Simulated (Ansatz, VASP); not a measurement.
# RbBr in VASP and in Ansatz

```xyz
2
Lattice="0.0000 3.4001 3.4001 3.4001 0.0000 3.4001 3.4001 3.4001 0.0000" Properties=species:S:1:pos:R:3 pbc="T T T"
Rb    0.0000    0.0000    0.0000
Br    3.4001    3.4001    3.4001
```

Alike in both runs: task single point; functional PBE; k mesh 6 × 6 × 6; occupations gaussian, width 0.02 eV; no spin polarisation.

|  | VASP | Ansatz |
| --- | --- | --- |
| version | VASP 6.6.1 | Ansatz 0.2.0 |
| potentials or method | VASP PAW PBE potentials, release 64 (Rb_sv, Br), cutoff 500 eV | scalar-relativistic, plane waves, PAW |
| valence electrons in the cell | 16 | 16 |

```tsv
	VASP	Ansatz	Ansatz less VASP
gap on the k mesh at the Fermi level (eV)	4.42	4.43	+0.003
least direct gap on the mesh (eV)	4.42	4.43	+0.003
pressure (GPa)	1.4	1.4	-0.03
```

With one functional, cell and mesh, what is left measures potentials, basis and numerics.
